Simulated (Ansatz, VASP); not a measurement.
## Two plane-wave programs on ZnSe

```
Zn Se
1.0
     4.10770    0.00000    0.00000
     0.00000    4.10770    0.00000
     0.00000    0.00000    6.07035
Zn Se
2 2
Direct
  0.00000 0.00000 0.00000
  0.50000 0.50000 0.00000
  0.00000 0.50000 0.24628
  0.50000 0.00000 0.75372
```

Alike in both runs: task single point; functional r2SCAN; k mesh 2 × 2 × 2; no spin polarisation.

|  | VASP | Ansatz |
| --- | --- | --- |
| version | VASP 6.6.1 | Ansatz 0.2.0 |
| potentials or method | VASP PAW PBE potentials, release 64 (Zn, Se), cutoff 520 eV | plane waves, PAW |
| occupations | gaussian, width 0.01 eV | fixed |
| valence electrons in the cell | 36 | 56 |

```csv
,VASP,Ansatz,Ansatz less VASP
gap on the k mesh at the Fermi level (eV),2.36,2.37,+0.011
```

VASP's potentials were made for PBE, not for r2SCAN. VASP's potentials hold 36 valence electrons a cell and Ansatz's 56, so a difference there can come from the potentials and not from the codes.

The k mesh is coarse, so the values compare programs but aren't converged.
